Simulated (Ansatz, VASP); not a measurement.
# SnO2 in VASP and in Ansatz

INCAR

```
SYSTEM = SnO2
PREC = Accurate
ENCUT = 520
EDIFF = 1E-6
ISMEAR = 0
SIGMA = 0.05
LREAL = .False.
LASPH = .True.
NELM = 80
ALGO = Normal
ISIF = 2
LWAVE = .False.
LCHARG = .False.
GGA = PE
NBANDS = 35
```

The input KPOINTS:

```
Automatic mesh
0
Gamma
  6 6 8
  0 0 0
```

POSCAR

```
SnO2
1.0
    4.6817221066      0.0000000000      0.0000000000
    0.0000000000      4.9732186316      0.0000000000
    0.0000000000      0.0000000000      3.2381666599
Sn O
2 4
Direct
    0.5000000000      0.5000000000      0.5000000000
    0.0000000000      0.0000000000      0.0000000000
    0.3064962475      0.3066616298      0.0000000000
    0.8064962475      0.1933383702      0.5000000000
    0.1935037525      0.8066616298      0.5000000000
    0.6935037525      0.6933383702      0.0000000000
```

Input for Ansatz:

```yaml
crystal:
  lattice:
    - [4.6817221066, 0.0, 0.0]
    - [0.0, 4.9732186316, 0.0]
    - [0.0, 0.0, 3.2381666599]
  atoms:
    - { symbol: Sn, position: [0.5, 0.5, 0.5] }
    - { symbol: Sn, position: [0.0, 0.0, 0.0] }
    - { symbol: O, position: [0.3064962475, 0.3066616298, 0.0] }
    - { symbol: O, position: [0.8064962475, 0.1933383702, 0.5] }
    - { symbol: O, position: [0.1935037525, 0.8066616298, 0.5] }
    - { symbol: O, position: [0.6935037525, 0.6933383702, 0.0] }
basis:
  ecutwfc: 420
kpoints:
  mp_grid: { grid: [6, 6, 8] }
hamiltonian:
  xc: pbe
scf:
  occupations: { method: gaussian, width: 0.05 }
output:
  forces: true
  stress: true
  eigenvalues: true
```

Change from the starting cell: strain -0.0300 x Voigt [1, -1, 0, 0, 0, 0], atoms carried along.

Alike in both runs: task single point; functional PBE; k mesh 6 × 6 × 8; occupations gaussian, width 0.05 eV; no spin polarisation.

|  | VASP | Ansatz |
| --- | --- | --- |
| version | VASP 6.6.1 | Ansatz 0.2.0 |
| potentials or method | VASP PAW PBE potentials, release 64 (Sn_d, O), cutoff 520 eV | scalar-relativistic, plane waves, PAW |
| valence electrons in the cell | 52 | 52 |

Ansatz gave:

| Item | Value |
| --- | --- |
| gap on the k mesh at the Fermi level (eV) | 0.67 |
| least direct gap on the mesh (eV) | 0.67 |
| pressure (GPa) | 0.0 |
| traceless stress, the component that is largest in VASP (GPa) | -2.48 |
| rms of the force components (eV/Å) | 0.021 |

Problem. What did VASP give for the same quantities?

Solution. gap on the k mesh at the Fermi level (eV): 0.66; least direct gap on the mesh (eV): 0.66; pressure (GPa): 0.6; traceless stress, the component that is largest in VASP (GPa): -2.55; rms of the force components (eV/Å): 0.020.

Atom by atom the forces differ by 0.008 eV/Å (rms over components). With one functional, cell and mesh, what is left measures potentials, basis and numerics.
